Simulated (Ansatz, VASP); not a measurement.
## Two plane-wave programs on In

The input POSCAR:

```
In
1.0
   -1.6254700000      1.6254700000      2.4737000000
    1.6254700000     -1.6254700000      2.4737000000
    1.6254700000      1.6254700000     -2.4737000000
In
1
Direct
    0.0000000000      0.0000000000      0.0000000000
```

Contents of INCAR.step1:

```
SYSTEM = In
PREC = Accurate
ENCUT = 520
EDIFF = 1E-5
ISMEAR = -1
SIGMA = 0.05
LREAL = .FALSE.
LASPH = .TRUE.
NELM = 60
ALGO = Normal
ISIF = 2
LWAVE = .TRUE.
LCHARG = .FALSE.
NBANDS = 12
GGA = PE
```

File INCAR.step2:

```
SYSTEM = In
PREC = Accurate
ENCUT = 520
EDIFF = 1E-6
ISMEAR = -1
SIGMA = 0.05
LREAL = .FALSE.
LASPH = .TRUE.
NELM = 60
ALGO = Normal
ISIF = 2
LWAVE = .FALSE.
LCHARG = .FALSE.
GGA = PE
LHFCALC = .TRUE.
AEXX = 0.25
PRECFOCK = Normal
NBANDS = 12
ISTART = 1
```

File KPOINTS:

```
regular mesh
0
G
  6 6 6
  0 0 0
```

Contents of input:

```
crystal:
  lattice:
    - [-1.62547, 1.62547, 2.4737]
    - [1.62547, -1.62547, 2.4737]
    - [1.62547, 1.62547, -2.4737]
  atoms:
    - { symbol: In, position: [0.0, 0.0, 0.0] }
hamiltonian:
  xc: pbe0
  pseudopotentials: { kind: paw }
kpoints:
  mp_grid: { grid: [6, 6, 6] }
scf:
  occupations: { method: fermi_dirac, width: 0.05 }
output:
  forces: true
  stress: true
  eigenvalues: true
  write_density: true
  write_potential: true
  elf: true
  volumetric_format: npy
```

Alike in both runs: task single point; functional PBE0; k mesh 6 × 6 × 6; occupations fermi-dirac, width 0.05 eV; no spin polarisation.

|  | VASP | Ansatz |
| --- | --- | --- |
| version | VASP 6.6.1 | Ansatz 0.2.0 |
| potentials or method | VASP PAW PBE potentials, release 64 (In_d) | Ansatz PAW |
| plane-wave cutoff (eV) | 520 | 420 |
| valence electrons in the cell | 13 | 13 |

Ansatz gave:

```
gap on the k mesh at the Fermi level (eV)                     : none
pressure (GPa)                                                : 0.5
traceless stress, the component that is largest in VASP (GPa) : 1.98
```

Estimate VASP's values.

gap on the k mesh at the Fermi level (eV): none; pressure (GPa): 0.3; traceless stress, the component that is largest in VASP (GPa): 1.98.

A gap of «none» marks a metal or a gap that the smearing closes.

The k mesh is coarse, so the values compare programs but aren't converged.
